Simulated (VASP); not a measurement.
# Zn3P (Pm-3m) in VASP: further runs

The runs below take Zn3P through density of states, with BLYP, PBE+D3(BJ).

Everything below comes from runs of VASP 6.6.1. Logs are shortened: lines on timing, memory, paths and dates and some standing lists are left out, and cuts for length are marked.

### Step 1. The cell of the first run

The structure is cubic, space group Pm-3m (No. 221). Conventional cell: a = 3.976 Å, b = 3.976 Å, c = 3.976 Å, α = 90.00°, β = 90.00°, γ = 90.00°. Zn (site symmetry 4/mmm) has 8 Zn at 2.81 Å and 4 P at 2.81 Å within 3.7 Å. Within 3.7 Å of P (site symmetry m-3m) lie 12 Zn at 2.81 Å.

### Step 2. Density of states, BLYP

File POSCAR:

```
Zn3P
1.0
    3.9755180000      0.0000000000      0.0000000000
    0.0000000000      3.9755180000      0.0000000000
    0.0000000000      0.0000000000      3.9755180000
Zn P
3 1
Direct
    0.5000000000      0.5000000000      0.0000000000
    0.5000000000      0.0000000000      0.5000000000
    0.0000000000      0.5000000000      0.5000000000
    0.0000000000      0.0000000000      0.0000000000
```

File INCAR.step1:

```
PREC = Accurate ; ENCUT = 520
EDIFF = 1E-7 ; ISMEAR = -1
SIGMA = 0.05 ; LREAL = F
LASPH = T ; NELM = 60
ALGO = Normal ; ISIF = 2
LWAVE = F ; LCHARG = T
GGA = B5 ; ALDAX = 1.0
AGGAX = 1.0 ; AGGAC = 1.0
ALDAC = 0.0 ; NBANDS = 28
```

File KPOINTS.step1:

```
regular mesh
0
Gamma
  4 4 4
```

File INCAR.step2:

```
PREC = Accurate ; ENCUT = 520
EDIFF = 1E-7 ; ISMEAR = -5
SIGMA = 0.05 ; LREAL = F
LASPH = T ; NELM = 60
ALGO = Normal ; ISIF = 2
LWAVE = F ; LCHARG = F
GGA = B5 ; ALDAX = 1.0
AGGAX = 1.0 ; AGGAC = 1.0
ALDAC = 0.0 ; LORBIT = 10
NBANDS = 28 ; NEDOS = 1001
ICHARG = 11
```

File KPOINTS.step2:

```
regular mesh
0
Gamma
  6 6 6
```

Potentials or basis: VASP PAW PBE potentials, release 64 (Zn, P).

The run is started by

```sh
cat potpaw_PBE.64/Zn/POTCAR potpaw_PBE.64/P/POTCAR > POTCAR
cp INCAR.step1 INCAR
cp KPOINTS.step1 KPOINTS
mpirun -np 1 vasp_std > vasp.out
cp INCAR.step2 INCAR
cp KPOINTS.step2 KPOINTS
mpirun -np 1 vasp_std > vasp.out
```

OUTCAR:

```text
PREC = Accurate
   ENCUT = 520
   EDIFF = 1E-7
   ISMEAR = -5
   LREAL = F
   LASPH = T
   NELM = 60
   ISIF = 2
   GGA = B5
   LORBIT = 10
   ICHARG = 11

 ion  position               nearest neighbor table
   1  0.500  0.500  0.000-   2 2.81   3 2.81   4 2.81   2 2.81   3 2.81   2 2.81   4 2.81   2 2.81
                             3 2.81   4 2.81   3 2.81   4 2.81
   2  0.500  0.000  0.500-   1 2.81   3 2.81   4 2.81   1 2.81   4 2.81   1 2.81   3 2.81   1 2.81
                             3 2.81   4 2.81   4 2.81   3 2.81
   3  0.000  0.500  0.500-   1 2.81   2 2.81   4 2.81   1 2.81   4 2.81   2 2.81   4 2.81   4 2.81
                             1 2.81   2 2.81   1 2.81   2 2.81
   4  0.000  0.000  0.000-   1 2.81   2 2.81   3 2.81   2 2.81   3 2.81   1 2.81   3 2.81   3 2.81
                             1 2.81   2 2.81   2 2.81   1 2.81

  LATTYP: Found a simple cubic cell.
 ALAT       =     3.9755180000

  Lattice vectors:

 A1 = (   3.9755180000,   0.0000000000,   0.0000000000)
 A2 = (   0.0000000000,   3.9755180000,   0.0000000000)
 A3 = (   0.0000000000,   0.0000000000,   3.9755180000)

Analysis of symmetry for initial positions (statically):
=====================================================================
 Subroutine PRICEL returns:
 Original cell was already a primitive cell.

 Routine SETGRP: Setting up the symmetry group for a
 simple cubic supercell.

 Subroutine GETGRP returns: Found 48 space group operations
[... 9 lines left out ...]

 Routine SETGRP: Setting up the symmetry group for a
 simple cubic supercell.

 Subroutine GETGRP returns: Found 48 space group operations
[... 11 lines left out ...]
                                     Primitive cell

  volume of cell :      62.8320

  direct lattice vectors                    reciprocal lattice vectors
     3.975518000  0.000000000  0.000000000     0.251539548  0.000000000  0.000000000
     0.000000000  3.975518000  0.000000000     0.000000000  0.251539548  0.000000000
     0.000000000  0.000000000  3.975518000     0.000000000  0.000000000  0.251539548

  length of vectors
     3.975518000  3.975518000  3.975518000     0.251539548  0.251539548  0.251539548

  position of ions in fractional coordinates (direct lattice)
     0.500000000  0.500000000  0.000000000
     0.500000000  0.000000000  0.500000000
     0.000000000  0.500000000  0.500000000
     0.000000000  0.000000000  0.000000000

  ion indices of the primitive-cell ions
   primitive index   ion index
                 1           1
                 2           2
                 3           3
                 4           4

----------------------------------------------------------------------------------------

 KPOINTS: regular mesh

Automatic generation of k-mesh.
 Grid dimensions read from file:
 generate k-points for:    6    6    6

 Generating k-lattice:

  Cartesian coordinates                     Fractional coordinates (reciprocal lattice)
     0.041923258  0.000000000  0.000000000     0.166666667  0.000000000  0.000000000
     0.000000000  0.041923258  0.000000000     0.000000000  0.166666667  0.000000000
     0.000000000  0.000000000  0.041923258     0.000000000  0.000000000  0.166666667

  Length of vectors
     0.041923258  0.041923258  0.041923258

  Shift w.r.t. Gamma in fractional coordinates (k-lattice)
     0.000000000  0.000000000  0.000000000

 TETIRR: Found    104 inequivalent tetrahedra from     1296

 Subroutine IBZKPT returns following result:
 ===========================================

 Found     20 irreducible k-points:

 Following reciprocal coordinates:
            Coordinates               Weight
  0.000000  0.000000  0.000000      1.000000
  0.166667  0.000000  0.000000      6.000000
  0.333333  0.000000  0.000000      6.000000
  0.500000  0.000000  0.000000      3.000000
  0.166667  0.166667  0.000000     12.000000
  0.333333  0.166667  0.000000     24.000000
[... 12 lines left out ...]
  0.500000  0.500000  0.333333      6.000000
  0.500000  0.500000  0.500000      1.000000
   k-points           NKPTS =     20   k-points in BZ     NKDIM =     20   number of bands    NBANDS=     28
   number of dos      NEDOS =   1001   number of ions     NIONS =      4
   total plane-waves  NPLWV =  27000
   dimension x,y,z NGX =    30 NGY =   30 NGZ =   30
   dimension x,y,z NGXF=    60 NGYF=   60 NGZF=   60
   ions per type =               3   1
   NGX,Y,Z   is equivalent  to a cutoff of  12.55, 12.55, 12.55 a.u.
   NGXF,Y,Z  is equivalent  to a cutoff of  25.09, 25.09, 25.09 a.u.
 SYSTEM =  unknown system
   PREC   = accura    normal or accurate (medium, high low for compatibility)
   ISTART =      0    job   : 0-new  1-cont  2-samecut
   ICHARG =     11    charge: 1-file 2-atom 10-const
   ISPIN  =      1    spin polarized calculation?
   LNONCOLLINEAR =      F non collinear calculations
   LSORBIT =      F    spin-orbit coupling
   LASPH  =      T    aspherical Exc in radial PAW
   ENCUT  =  520.0 eV  38.22 Ry    6.18 a.u.   7.39  7.39  7.39*2*pi/ulx,y,z
   NELM   =     60;   NELMIN=  2; NELMDL=  0     # of ELM steps
   EDIFF  = 0.1E-06   stopping-criterion for ELM
   LREAL  =      F    real-space projection
   EDIFFG = 0.1E-05   stopping-criterion for IOM
   NSW    =      0    number of steps for IOM
   IBRION =     -1    ionic relax: 0-MD 1-quasi-New 2-CG
   NFREE  =      0    steps in history (QN), initial steepest desc. (CG)
   ISIF   =      2    stress and relaxation
   ISYM   =      2    0-nonsym 1-usesym 2-fastsym
   POTIM  = 0.5000    time-step for ionic-motion
   TEBEG  =    0.0;   TEEND  =   0.0 temperature during run
   PSTRESS=    0.0 pullay stress
   NELECT =      41.0000    total number of electrons
   NUPDOWN=      -1.0000    fix difference up-down
   EMIN   =  10.00;   EMAX   =-10.00  energy-range for DOS
   EFERMI =   0.00;   METHOD = LEGACY
   ISMEAR =    -5;   SIGMA  =   0.05  broadening in eV -4-tet -1-fermi 0-gaus
   EFERMI_NEDOS =   21; number of points for ismear=-14 and -15
   IALGO  =     38    algorithm
   IMIX   =      4    mixing-type and parameters
     AMIX     =   0.40;   BMIX     =  1.00
     AMIX_MAG =   1.60;   BMIX_MAG =  1.00
  volume/ion in A,a.u.               =      15.71       106.00
  Fermi-wavevector in a.u.,A,eV,Ry     =   1.419959  2.683333 27.433193  2.016283
  Thomas-Fermi vector in A             =   2.540924
   LORBIT       =     10    0 simple, 1 ext, 2 COOP (PROOUT), +10 PAW based schemes
   GGA     = B5    functional components
   LHFCALC =     F    Hartree Fock is set to
   AEXX    =    0.0000 exact exchange contribution
   IVDW    =     0    specifies the selected vdW correction
   LEPSILON=     F    determine dielectric tensor
   LRPA    =     F    only Hartree local field effects (RPA)
 non-spin polarized calculation
 Fermi weights with tetrahedron method with Bloechl corrections
  energy-cutoff  :      520.00
  volume of cell :       62.83
 maximum number of plane-waves:      1743
 NGX is ok and might be reduce to    30

 number of electron      41.0000099 magnetization

 Free energy of the ion-electron system (eV)
  ---------------------------------------------------
  ext. energy  EPLUGINS =         0.00000000
  ---------------------------------------------------
  free energy    TOTEN  =        -4.80988348 eV

  energy without entropy =       -4.80988348  energy(sigma->0) =       -4.80988348

 E-fermi :   4.9190     XC(G=0): -10.7210

 val. band max:        4.9232230677   @ k =   0.1667   0.1667   0.1667
 cond. band min:       4.3699296851   @ k =   0.5000   0.5000   0.3333
 fundamental gap:     -0.5532933827
 Fermi energy:         4.9190442818

 k-point     1 :       0.0000    0.0000    0.0000
  band No.  band energies     occupation
      1      -7.6637      2.00000
      2      -3.6680      2.00000
      3      -3.2919      2.00000
      4      -3.2919      2.00000
      5      -3.2919      2.00000
      6      -3.1615      2.00000
[... 20 lines left out ...]
     27      12.9059      0.00000
     28      12.9059      0.00000

 k-point     2 :       0.1667    0.0000    0.0000
  band No.  band energies     occupation
      1      -7.4626      2.00000
      2      -3.6004      2.00000
      3      -3.2723      2.00000
      4      -3.2550      2.00000
      5      -3.2550      2.00000
      6      -3.1790      2.00000
[... 20 lines left out ...]
     27      11.9483      0.00000
     28      11.9483      0.00000

 k-point     3 :       0.3333    0.0000    0.0000
  band No.  band energies     occupation
      1      -6.9450      2.00000
      2      -3.5207      2.00000
      3      -3.2904      2.00000
      4      -3.2288      2.00000
      5      -3.1566      2.00000
      6      -3.1566      2.00000
[... 20 lines left out ...]
     27      12.2268      0.00000
     28      12.2268      0.00000

 k-point     4 :       0.5000    0.0000    0.0000
  band No.  band energies     occupation
      1      -6.5704      2.00000
      2      -3.8011      2.00000
      3      -3.2541      2.00000
      4      -3.2042      2.00000
      5      -3.0767      2.00000
      6      -3.0767      2.00000
[... 20 lines left out ...]
     27      12.8551      0.00000
     28      13.6412      0.00000

 k-point     5 :       0.1667    0.1667    0.0000
  band No.  band energies     occupation
      1      -7.2693      2.00000
      2      -3.5380      2.00000
      3      -3.2676      2.00000
      4      -3.2299      2.00000
      5      -3.2013      2.00000
      6      -3.1422      2.00000
[... 20 lines left out ...]
     27      10.7695      0.00000
     28      12.5960      0.00000

 k-point     6 :       0.3333    0.1667    0.0000
  band No.  band energies     occupation
      1      -6.7787      2.00000
      2      -3.4464      2.00000
      3      -3.2309      2.00000
      4      -3.2200      2.00000
      5      -3.1489      2.00000
      6      -3.1084      2.00000
[... 339 lines left out ...]
      5      -2.9986      2.00000
      6      -2.9198      2.00000
[... 20 lines left out ...]
     27      14.6770      0.00000
     28      14.6770      0.00000

 k-point    18 :       0.5000    0.3333    0.3333
  band No.  band energies     occupation
      1      -5.9262      2.00000
      2      -3.3568      2.00000
      3      -3.2919      2.00000
      4      -3.1751      2.00000
      5      -2.9502      2.00000
      6      -2.9179      2.00000
[... 20 lines left out ...]
     27      15.2972      0.00000
     28      16.0622      0.00000

 k-point    19 :       0.5000    0.5000    0.3333
  band No.  band energies     occupation
      1      -5.8637      2.00000
      2      -3.3093      2.00000
      3      -3.3093      2.00000
      4      -3.2840      2.00000
      5      -2.9175      2.00000
      6      -2.9175      2.00000
[... 20 lines left out ...]
     27      16.5529      0.00000
     28      16.8265      0.00000

 k-point    20 :       0.5000    0.5000    0.5000
  band No.  band energies     occupation
      1      -5.8452      2.00000
      2      -3.3389      2.00000
      3      -3.3389      2.00000
      4      -3.3389      2.00000
      5      -2.9162      2.00000
      6      -2.9162      2.00000
[... 20 lines left out ...]
     27      17.2936      0.00000
     28      17.2936      0.00000

------------------------ aborting loop because EDIFF is reached ----------------------------------------

  FORCE on cell =-STRESS in cart. coord.  units (eV):
  Direction    XX          YY          ZZ          XY          YZ          ZX
  --------------------------------------------------------------------------------------
  -------------------------------------------------------------------------------------
  Total        2.2355361      2.2355361      2.2355361     -0.0000000      0.0000000      0.0000000
  in kB       57.0047557     57.0047557     57.0047557     -0.0000000      0.0000000      0.0000000
  external PRESSURE =      57.0047557 kB  Pullay stress =       0.0000000 kB

 VOLUME and BASIS-vectors are now :
 -----------------------------------------------------------------------------
  energy-cutoff  :      520.00
  volume of cell :       62.83
      direct lattice vectors                 reciprocal lattice vectors
     3.975518000  0.000000000  0.000000000     0.251539548  0.000000000  0.000000000
     0.000000000  3.975518000  0.000000000     0.000000000  0.251539548  0.000000000
     0.000000000  0.000000000  3.975518000     0.000000000  0.000000000  0.251539548

 POSITION                                       TOTAL-FORCE (eV/Angst)
 -----------------------------------------------------------------------------------
      1.98776      1.98776      0.00000         0.000000      0.000000      0.000000
      1.98776      0.00000      1.98776         0.000000      0.000000      0.000000
      0.00000      1.98776      1.98776         0.000000      0.000000      0.000000
      0.00000      0.00000      0.00000         0.000000      0.000000      0.000000
 -----------------------------------------------------------------------------------
    total drift:                                0.000000      0.000000     -0.000000

  FREE ENERGIE OF THE ION-ELECTRON SYSTEM (eV)
  ---------------------------------------------------
  free  energy   TOTEN  =        -4.8098834767 eV

  energy  without entropy=       -4.8098834767  energy(sigma->0) =       -4.80988348

 total charge

# of ion       s       p       d       tot
------------------------------------------
    1        0.622   0.369   9.763  10.754
    2        0.622   0.369   9.763  10.754
    3        0.622   0.369   9.763  10.754
    4        1.134   1.282   0.000   2.416
--------------------------------------------------
tot          3.000   2.388  29.289  34.678
```

Wall time 37 s (1 thread of AMD EPYC 9R45 (Zen 5), shared host); peak memory 0.14 GiB.

What came out:

```yaml
Valence_electrons_inside_the_program's_atomic_spheres: Zn 10.75; P 2.42
```

Caveat: the k points lie up to 0.40 Å⁻¹ apart; the PAW data sets were made with another functional, which shifts forces and pressure a little; tetrahedron occupations give inexact forces and stress in metals.

(Part 1 of 2 ends here.)
